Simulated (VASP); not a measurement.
# TiAu (P4mm) in VASP: notebook

TiAu is run at these levels: LDA; tasks: single point.

Everything below comes from runs of VASP 6.6.1. Logs are shortened: lines on timing, memory, paths and dates and some standing lists are left out, and cuts for length are marked.

**1. The cell of the first run**

The structure is tetragonal, space group P4mm (No. 99). The conventional cell has a = 3.254 Å, b = 3.254 Å, c = 3.254 Å, α = 90.00°, β = 90.00°, γ = 90.00°. Ti (site symmetry 4mm) has 8 Au at 2.80 to 2.84 Å and 6 Ti at 3.25 Å within 3.7 Å. Within 3.7 Å of Au (site symmetry 4mm) lie 8 Ti at 2.80 to 2.84 Å and 6 Au at 3.25 Å.

**2. Single point, LDA**

Input file INCAR:

```
SYSTEM = TiAu
PREC     = Accurate       ! precision mode
ENCUT    = 520            ! plane-wave cutoff, eV
EDIFF    = 1E-6           ! SCF threshold, eV
ISMEAR   = 1              ! smearing method
SIGMA    = 0.1            ! smearing width, eV
LREAL    = .FALSE.        ! projectors in reciprocal space
LASPH    = .TRUE.         ! aspherical terms in the spheres
NELM     = 60             ! most SCF steps
ALGO     = Normal         ! electronic algorithm
ISIF     = 2              ! what is computed and relaxed
LWAVE    = .FALSE.        ! write WAVECAR
LCHARG   = .TRUE.         ! write CHGCAR
LELF     = .TRUE.         ! ELF
LVHAR    = .TRUE.       
NBANDS   = 18             ! bands
```

Input file KPOINTS:

```
Automatic mesh
0
G
  5 5 5
  0 0 0
```

Input file POSCAR:

```
TiAu
1.0
    3.2540000000      0.0000000000      0.0000000000
    0.0000000000      3.2540000000      0.0000000000
    0.0000000000      0.0000000000      3.2540000000
Ti Au
1 1
Direct
    0.5100000000      0.5000000000      0.5000000000
    0.0000000000      0.0000000000      0.0000000000
```

Potentials or basis: VASP PAW LDA potentials, release 64 (Ti_sv, Au).

Command:

```bash
$ cat potpaw_LDA.64/Ti_sv/POTCAR potpaw_LDA.64/Au/POTCAR > POTCAR
$ mpirun -np 1 vasp_std > vasp.out
```

OUTCAR:

```text
SYSTEM = TiAu
   PREC = Accurate
   ENCUT = 520
   EDIFF = 1E-6
   ISMEAR = 1
   LREAL = .FALSE.
   LASPH = .TRUE.
   NELM = 60
   ISIF = 2

 ion  position               nearest neighbor table
   1  0.510  0.500  0.500-   2 2.80   2 2.80   2 2.80   2 2.80   2 2.84   2 2.84   2 2.84   2 2.84

   2  0.000  0.000  0.000-   1 2.80   1 2.80   1 2.80   1 2.80   1 2.84   1 2.84   1 2.84   1 2.84

  LATTYP: Found a simple cubic cell.
 ALAT       =     3.2540000000

  Lattice vectors:

 A1 = (   3.2540000000,   0.0000000000,   0.0000000000)
 A2 = (   0.0000000000,   3.2540000000,   0.0000000000)
 A3 = (   0.0000000000,   0.0000000000,   3.2540000000)

Analysis of symmetry for initial positions (statically):
=====================================================================
 Subroutine PRICEL returns:
 Original cell was already a primitive cell.

 Routine SETGRP: Setting up the symmetry group for a
 simple cubic supercell.

 Subroutine GETGRP returns: Found  8 space group operations
 (whereof  8 operations were pure point group operations)
 out of a pool of 48 trial point group operations.

The static configuration has the point symmetry C_4v.

Analysis of symmetry for dynamics (positions and initial velocities):
=====================================================================
 Subroutine PRICEL returns:
 Original cell was already a primitive cell.

 Routine SETGRP: Setting up the symmetry group for a
 simple cubic supercell.

 Subroutine GETGRP returns: Found  8 space group operations
 (whereof  8 operations were pure point group operations)
 out of a pool of 48 trial point group operations.

The dynamic configuration has the point symmetry C_4v.

 Subroutine INISYM returns: Found  8 space group operations
 (whereof  8 operations are pure point group operations),
 and found     1 'primitive' translations

----------------------------------------------------------------------------------------

                                     Primitive cell

  volume of cell :      34.4550

  direct lattice vectors                    reciprocal lattice vectors
     3.254000000  0.000000000  0.000000000     0.307314075  0.000000000  0.000000000
     0.000000000  3.254000000  0.000000000     0.000000000  0.307314075  0.000000000
     0.000000000  0.000000000  3.254000000     0.000000000  0.000000000  0.307314075

  length of vectors
     3.254000000  3.254000000  3.254000000     0.307314075  0.307314075  0.307314075

  position of ions in fractional coordinates (direct lattice)
     0.510000000  0.500000000  0.500000000
     0.000000000  0.000000000  0.000000000

  ion indices of the primitive-cell ions
   primitive index   ion index
                 1           1
                 2           2

----------------------------------------------------------------------------------------

 KPOINTS: Automatic mesh

Automatic generation of k-mesh.
 Grid dimensions read from file:
 generate k-points for:    5    5    5

 Generating k-lattice:

  Cartesian coordinates                     Fractional coordinates (reciprocal lattice)
     0.061462815  0.000000000  0.000000000     0.200000000  0.000000000  0.000000000
     0.000000000  0.061462815  0.000000000     0.000000000  0.200000000  0.000000000
     0.000000000  0.000000000  0.061462815     0.000000000  0.000000000  0.200000000

  Length of vectors
     0.061462815  0.061462815  0.061462815

  Shift w.r.t. Gamma in fractional coordinates (k-lattice)
     0.000000000  0.000000000  0.000000000

 Subroutine IBZKPT returns following result:
 ===========================================

 Found     18 irreducible k-points:

 Following reciprocal coordinates:
            Coordinates               Weight
  0.000000  0.000000  0.000000      1.000000
  0.200000  0.000000  0.000000      2.000000
  0.000000  0.200000  0.000000      4.000000
  0.400000  0.000000  0.000000      2.000000
  0.000000  0.400000  0.000000      4.000000
  0.200000  0.200000  0.000000      8.000000
[... 10 lines left out ...]
  0.200000  0.400000  0.400000      8.000000
  0.400000  0.400000  0.400000      8.000000
   k-points           NKPTS =     18   k-points in BZ     NKDIM =     18   number of bands    NBANDS=     18
   number of dos      NEDOS =    301   number of ions     NIONS =      2
   total plane-waves  NPLWV =  13824
   dimension x,y,z NGX =    24 NGY =   24 NGZ =   24
   dimension x,y,z NGXF=    48 NGYF=   48 NGZF=   48
   ions per type =               1   1
   NGX,Y,Z   is equivalent  to a cutoff of  12.26, 12.26, 12.26 a.u.
   NGXF,Y,Z  is equivalent  to a cutoff of  24.52, 24.52, 24.52 a.u.
 SYSTEM =  TiAu
   PREC   = accura    normal or accurate (medium, high low for compatibility)
   ISTART =      0    job   : 0-new  1-cont  2-samecut
   ICHARG =      2    charge: 1-file 2-atom 10-const
   ISPIN  =      1    spin polarized calculation?
   LNONCOLLINEAR =      F non collinear calculations
   LSORBIT =      F    spin-orbit coupling
   LASPH  =      T    aspherical Exc in radial PAW
   ENCUT  =  520.0 eV  38.22 Ry    6.18 a.u.   6.05  6.05  6.05*2*pi/ulx,y,z
   NELM   =     60;   NELMIN=  2; NELMDL= -5     # of ELM steps
   EDIFF  = 0.1E-05   stopping-criterion for ELM
   LREAL  =      F    real-space projection
   EDIFFG = 0.1E-04   stopping-criterion for IOM
   NSW    =      0    number of steps for IOM
   IBRION =     -1    ionic relax: 0-MD 1-quasi-New 2-CG
   NFREE  =      0    steps in history (QN), initial steepest desc. (CG)
   ISIF   =      2    stress and relaxation
   ISYM   =      2    0-nonsym 1-usesym 2-fastsym
   POTIM  = 0.5000    time-step for ionic-motion
   TEBEG  =    0.0;   TEEND  =   0.0 temperature during run
   PSTRESS=    0.0 pullay stress
   NELECT =      23.0000    total number of electrons
   NUPDOWN=      -1.0000    fix difference up-down
   EMIN   =  10.00;   EMAX   =-10.00  energy-range for DOS
   EFERMI =   0.00;   METHOD = LEGACY
   ISMEAR =     1;   SIGMA  =   0.10  broadening in eV -4-tet -1-fermi 0-gaus
   EFERMI_NEDOS =   21; number of points for ismear=-14 and -15
   IALGO  =     38    algorithm
   IMIX   =      4    mixing-type and parameters
     AMIX     =   0.40;   BMIX     =  1.00
     AMIX_MAG =   1.60;   BMIX_MAG =  1.00
  volume/ion in A,a.u.               =      17.23       116.26
  Fermi-wavevector in a.u.,A,eV,Ry     =   1.430759  2.703743 27.852106  2.047072
  Thomas-Fermi vector in A             =   2.550570
   LORBIT       =      0    0 simple, 1 ext, 2 COOP (PROOUT), +10 PAW based schemes
   GGA     = CA    functional components
   LHFCALC =     F    Hartree Fock is set to
   AEXX    =    0.0000 exact exchange contribution
   IVDW    =     0    specifies the selected vdW correction
   LEPSILON=     F    determine dielectric tensor
   LRPA    =     F    only Hartree local field effects (RPA)
 non-spin polarized calculation
 Methfessel and Paxton  Order N= 1 SIGMA  =   0.10
  energy-cutoff  :      520.00
  volume of cell :       34.46
 maximum number of plane-waves:       948
   NGX = 13   NGY = 13   NGZ = 13

 number of electron      23.0000002 magnetization

 Free energy of the ion-electron system (eV)
  ---------------------------------------------------
  ext. energy  EPLUGINS =         0.00000000
  ---------------------------------------------------
  free energy    TOTEN  =       -13.62367150 eV

  energy without entropy =      -13.61775233  energy(sigma->0) =      -13.62169845

 E-fermi :   9.0927     XC(G=0): -12.3875

 val. band max:        9.0889969997   @ k =   0.4000   0.4000   0.0000
 cond. band min:       9.1258742431   @ k =   0.4000   0.2000   0.2000
 fundamental gap:      0.0368772433
 Fermi energy:         9.0926784133

 k-point     1 :       0.0000    0.0000    0.0000
  band No.  band energies     occupation
      1     -47.6925      2.00000
      2     -24.2518      2.00000
      3     -24.2518      2.00000
      4     -24.2502      2.00000
      5       0.4697      2.00000
      6       2.8810      2.00000
[... 10 lines left out ...]
     17      15.8088      0.00000
     18      15.8176      0.00000

 k-point     2 :       0.2000    0.0000    0.0000
  band No.  band energies     occupation
      1     -47.6885      2.00000
      2     -24.2967      2.00000
      3     -24.2492      2.00000
      4     -24.2492      2.00000
      5       1.1356      2.00000
      6       3.0691      2.00000
[... 10 lines left out ...]
     17      17.4662      0.00000
     18      17.4662      0.00000

 k-point     3 :       0.0000    0.2000    0.0000
  band No.  band energies     occupation
      1     -47.6885      2.00000
      2     -24.2983      2.00000
      3     -24.2492      2.00000
      4     -24.2476      2.00000
      5       1.1357      2.00000
      6       3.0707      2.00000
[... 10 lines left out ...]
     17      17.4671      0.00000
     18      17.4688      0.00000

 k-point     4 :       0.4000    0.0000    0.0000
  band No.  band energies     occupation
      1     -47.6820      2.00000
      2     -24.3713      2.00000
      3     -24.2449      2.00000
      4     -24.2449      2.00000
      5       2.4354      2.00000
      6       3.4212      2.00000
[... 10 lines left out ...]
     17      20.7839      0.00000
     18      20.7839      0.00000

 k-point     5 :       0.0000    0.4000    0.0000
  band No.  band energies     occupation
      1     -47.6820      2.00000
      2     -24.3729      2.00000
      3     -24.2449      2.00000
      4     -24.2433      2.00000
      5       2.4357      2.00000
      6       3.4222      2.00000
[... 10 lines left out ...]
     17      20.7722      0.00000
     18      20.7859      0.00000

 k-point     6 :       0.2000    0.2000    0.0000
  band No.  band energies     occupation
      1     -47.6847      2.00000
      2     -24.2965      2.00000
      3     -24.2896      2.00000
      4     -24.2459      2.00000
      5       1.7218      2.00000
      6       3.2978      2.00000
[... 10 lines left out ...]
     17      15.0397      0.00000
     18      18.5079      0.00000

 k-point     7 :       0.0000    0.2000    0.2000
  band No.  band energies     occupation
      1     -47.6847      2.00000
      2     -24.2973      2.00000
      3     -24.2905      2.00000
      4     -24.2443      2.00000
      5       1.7219      2.00000
      6       3.2997      2.00000
[... 10 lines left out ...]
     17      15.0414      0.00000
     18      18.5099      0.00000

 k-point     8 :       0.4000    0.2000    0.0000
  band No.  band energies     occupation
      1     -47.6785      2.00000
      2     -24.3640      2.00000
      3     -24.2866      2.00000
      4     -24.2406      2.00000
      5       2.7102      2.00000
      6       3.5014      2.00000
[... 10 lines left out ...]
     17      16.9750      0.00000
     18      20.4082      0.00000
[... 103 lines left out ...]
     17      15.5843      0.00000
     18      15.5862      0.00000

 k-point    14 :       0.4000    0.2000    0.2000
  band No.  band energies     occupation
      1     -47.6749      2.00000
      2     -24.3582      2.00000
      3     -24.2834      2.00000
      4     -24.2820      2.00000
      5       3.2150      2.00000
      6       3.6811      2.00000
[... 10 lines left out ...]
     17      16.4917      0.00000
     18      18.0788      0.00000

 k-point    15 :       0.2000    0.4000    0.2000
  band No.  band energies     occupation
      1     -47.6749      2.00000
      2     -24.3598      2.00000
      3     -24.2830      2.00000
      4     -24.2809      2.00000
      5       3.2150      2.00000
      6       3.6813      2.00000
[... 10 lines left out ...]
     17      16.4909      0.00000
     18      18.0786      0.00000

 k-point    16 :       0.4000    0.4000    0.2000
  band No.  band energies     occupation
      1     -47.6691      2.00000
      2     -24.3507      2.00000
      3     -24.3486      2.00000
      4     -24.2764      2.00000
      5       3.0781      2.00000
      6       3.6101      2.00000
[... 10 lines left out ...]
     17      14.1451      0.00000
     18      17.3906      0.00000

 k-point    17 :       0.2000    0.4000    0.4000
  band No.  band energies     occupation
      1     -47.6691      2.00000
      2     -24.3511      2.00000
      3     -24.3497      2.00000
      4     -24.2748      2.00000
      5       3.0783      2.00000
      6       3.6113      2.00000
[... 10 lines left out ...]
     17      14.1458      0.00000
     18      17.3925      0.00000

 k-point    18 :       0.4000    0.4000    0.4000
  band No.  band energies     occupation
      1     -47.6632      2.00000
      2     -24.3455      2.00000
      3     -24.3451      2.00000
      4     -24.3435      2.00000
      5       3.3375      2.00000
      6       3.5116      2.00000
[... 10 lines left out ...]
     17      15.6243      0.00000
     18      15.6289      0.00000

------------------------ aborting loop because EDIFF is reached ----------------------------------------

  FORCE on cell =-STRESS in cart. coord.  units (eV):
  Direction    XX          YY          ZZ          XY          YZ          ZX
  --------------------------------------------------------------------------------------
  -------------------------------------------------------------------------------------
  Total       -1.9348817     -1.9321675     -1.9321675     -0.0000000     -0.0000000     -0.0000000
  in kB      -89.9730310    -89.8468219    -89.8468219     -0.0000000     -0.0000000     -0.0000000
  external PRESSURE =     -89.8888916 kB  Pullay stress =       0.0000000 kB

 VOLUME and BASIS-vectors are now :
 -----------------------------------------------------------------------------
  energy-cutoff  :      520.00
  volume of cell :       34.46
      direct lattice vectors                 reciprocal lattice vectors
     3.254000000  0.000000000  0.000000000     0.307314075  0.000000000  0.000000000
     0.000000000  3.254000000  0.000000000     0.000000000  0.307314075  0.000000000
     0.000000000  0.000000000  3.254000000     0.000000000  0.000000000  0.307314075

 POSITION                                       TOTAL-FORCE (eV/Angst)
 -----------------------------------------------------------------------------------
      1.65954      1.62700      1.62700        -0.074715     -0.000000      0.000000
      0.00000      0.00000      0.00000         0.074715      0.000000     -0.000000
 -----------------------------------------------------------------------------------
    total drift:                                0.000037     -0.000000      0.000000

  FREE ENERGIE OF THE ION-ELECTRON SYSTEM (eV)
  ---------------------------------------------------
  free  energy   TOTEN  =       -13.6236715043 eV

  energy  without entropy=      -13.6177523332  energy(sigma->0) =      -13.62169845
```

Run time: 6.5 s. Hardware: 1 thread of Intel Xeon Platinum 8259CL at 2.50GHz (Skylake/Cascade Lake), shared host; peak memory 0.13 GiB.

Results:

```yaml
Free_energy: -13.6237 eV
Pressure: -9.0 GPa
Largest_force: 0.075 eV/Å
```

Forces in eV/Å, atoms in the order of the input:
```
Ti  -0.075  0.000  0.000
Au   0.075  0.000  0.000
```

Caveat: the k points lie up to 0.39 Å⁻¹ apart; spin-orbit coupling is left out, which moves the levels of the heavy elements.

**3. Single point, LDA**

Changes to INCAR since step 2:

```diff
@@ -3,3 +3,3 @@
 ENCUT    = 520            ! plane-wave cutoff, eV
-EDIFF    = 1E-6           ! SCF threshold, eV
+EDIFF    = 1E-7           ! SCF threshold, eV
 ISMEAR   = 1              ! smearing method
@@ -13,2 +13,3 @@
 LCHARG   = .TRUE.         ! write CHGCAR
+GGA      = CA             ! functional
 LELF     = .TRUE.         ! ELF
```

Input file KPOINTS:

```
regular mesh
0
G
  5 5 5
  0 0 0
```

Changes to POSCAR since step 2:

```diff
@@ -8,3 +8,3 @@
 Direct
-    0.5100000000      0.5000000000      0.5000000000
+    0.5150000000      0.5000000000      0.5000000000
     0.0000000000      0.0000000000      0.0000000000
```

Potentials or basis: VASP PAW LDA potentials, release 64 (Ti_sv, Au).

Command:

```bash
$ cat potpaw_LDA.64/Ti_sv/POTCAR potpaw_LDA.64/Au/POTCAR > POTCAR
$ mpirun -np 1 vasp_std > vasp.out
```

Run time: 6.8 s. Hardware: 1 thread of Intel Xeon Platinum 8259CL at 2.50GHz (Skylake/Cascade Lake), shared host; peak memory 0.13 GiB.

The run converged. Its results:

| Item | Value |
| --- | --- |
| Free energy | -13.6222 eV |
| Pressure | -8.9 GPa |
| Largest force | 0.112 eV/Å |

Forces in eV/Å, atoms in the order of the input:
```
Ti  -0.112  0.000  0.000
Au   0.112  0.000  0.000
```

Levels at points of the mesh, in eV from the Fermi level:
| k point | band 8 | band 9 | band 10 | band 11 | band 12 | band 13 | band 14 | band 15 | band 16 | band 17 |
| --- | --- | --- | --- | --- | --- | --- | --- | --- | --- | --- |
| (0.00, 0.00, 0.00) | -4.37 | -4.36 | -4.36 | 0.25 | 0.27 | 1.91 | 1.91 | 1.92 | 6.72 | 6.72 |

Caveat: the k points lie up to 0.39 Å⁻¹ apart; spin-orbit coupling is left out, which moves the levels of the heavy elements.

**4. Single point, LDA**

Input file INCAR:

```
ALGO     = Normal         # electronic algorithm
EDIFF    = 1E-6           # SCF threshold, eV
ENCUT    = 520            # plane-wave cutoff, eV
GGA      = CA             # functional
ISIF     = 2              # what is computed and relaxed
ISMEAR   = 1              # smearing method
LASPH    = T              # aspherical terms in the spheres
LCHARG   = T              # write CHGCAR
LELF     = T              # ELF
LREAL    = F              # projectors in reciprocal space
LVHAR    = T            
LWAVE    = F              # write WAVECAR
NBANDS   = 18             # bands
NELM     = 60             # most SCF steps
PREC     = Accurate       # precision mode
SIGMA    = 0.1            # smearing width, eV
```

Input file KPOINTS:

```
k-points
0
Gamma
  5 5 5
```

Changes to POSCAR since step 3:

```diff
@@ -8,3 +8,3 @@
 Direct
-    0.5150000000      0.5000000000      0.5000000000
+    0.5200000000      0.5000000000      0.5000000000
     0.0000000000      0.0000000000      0.0000000000
```

Command:

```bash
$ cat potpaw_LDA.64/Ti_sv/POTCAR potpaw_LDA.64/Au/POTCAR > POTCAR
$ mpirun -np 1 vasp_std > vasp.out
```

Run time: 6.4 s. Hardware: 1 thread of Intel Xeon Platinum 8259CL at 2.50GHz (Skylake/Cascade Lake), shared host; peak memory 0.13 GiB.

The run converged. Its results:

```
Free energy   : -13.6200 eV
Pressure      : -8.9 GPa
Largest force : 0.150 eV/Å
```

Forces in eV/Å, atoms in the order of the input:
```
Ti  -0.150  0.000  0.000
Au   0.150  0.000  0.000
```

Levels at points of the mesh, in eV from the Fermi level:
```csv
k point,band 8,band 9,band 10,band 11,band 12,band 13,band 14,band 15,band 16,band 17
"(0.00, 0.00, 0.00)",-4.38,-4.36,-4.36,0.25,0.27,1.91,1.91,1.92,6.72,6.72
```

Caveat: the k points lie up to 0.39 Å⁻¹ apart; spin-orbit coupling is left out, which moves the levels of the heavy elements.

**5. Single point, LDA**

Input file INCAR:

```
PREC = Accurate ; ENCUT = 520
EDIFF = 1E-6 ; ISMEAR = 1
SIGMA = 0.1 ; LREAL = F
LASPH = T ; NELM = 60
ALGO = Normal ; ISIF = 2
LWAVE = F ; LCHARG = F
GGA = CA ; NBANDS = 18
```

Input file KPOINTS:

```
regular mesh
0
Gamma
  5 5 5
```

Changes to POSCAR since step 4:

```diff
@@ -8,3 +8,3 @@
 Direct
-    0.5200000000      0.5000000000      0.5000000000
+    0.5250000000      0.5000000000      0.5000000000
     0.0000000000      0.0000000000      0.0000000000
```

Command:

```bash
$ cat potpaw_LDA.64/Ti_sv/POTCAR potpaw_LDA.64/Au/POTCAR > POTCAR
$ mpirun -np 1 vasp_std > vasp.out
```

It took 6 s on 1 thread of Intel Xeon Platinum 8259CL at 2.50GHz (Skylake/Cascade Lake), shared host; peak memory 0.13 GiB.

The run converged. Its results:

```
Free energy   : -13.6173 eV
Pressure      : -8.8 GPa
Largest force : 0.188 eV/Å
```

Forces on the atoms (eV/Å):
```
Ti  -0.188  0.000  0.000
Au   0.188  0.000  0.000
```

Levels at points of the mesh, in eV from the Fermi level:
| k point | band 8 | band 9 | band 10 | band 11 | band 12 | band 13 | band 14 | band 15 | band 16 | band 17 |
| --- | --- | --- | --- | --- | --- | --- | --- | --- | --- | --- |
| (0.00, 0.00, 0.00) | -4.38 | -4.36 | -4.36 | 0.24 | 0.27 | 1.91 | 1.91 | 1.93 | 6.72 | 6.72 |

Caveat: the k points lie up to 0.39 Å⁻¹ apart; spin-orbit coupling is left out, which moves the levels of the heavy elements.
